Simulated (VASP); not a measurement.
Runs of VASP 6.6.1 on BAs. Symmetry: F-43m, No. 216, cubic system. Conventional cell: a = 4.784 Å, b = 4.784 Å, c = 4.784 Å, α = 90.00°, β = 90.00°, γ = 90.00°. Within 2.7 Å of B (site symmetry -43m) lie 4 As at 2.07 Å. Within 2.7 Å of As (site symmetry -43m) lie 4 B at 2.07 Å. 

```csv
level,k mesh,grid for exact exchange (PRECFOCK),screening parameter,gap on the mesh (eV),pressure (GPa)
r2SCAN,6 × 6 × 6,-,-,(b),0.3
PBE0,6 × 6 × 6,Normal,-,(c),-1.3
PBE,6 × 6 × 6,-,-,(a),2.8
PBE,10 × 10 × 10,-,-,1.18,2.8
HSE06,6 × 6 × 6,Normal,0.2079 1/Å,1.95,-1.2
```

Alike in all rows: task single point; potentials or basis VASP PAW PBE potentials, release 64 (B, As); no spin polarisation; cell as given; cutoff (eV) 520; smearing gaussian 0.01 eV.

**Question.** Estimate the missing entries.

**Answer.** (a) 1.28; (b) 1.47; (c) 2.65.

Caveats: the PAW data sets were made with another functional, which shifts forces and pressure a little (some runs).

A k mesh can miss the band edges, and the runs leave out spin-orbit coupling on As.
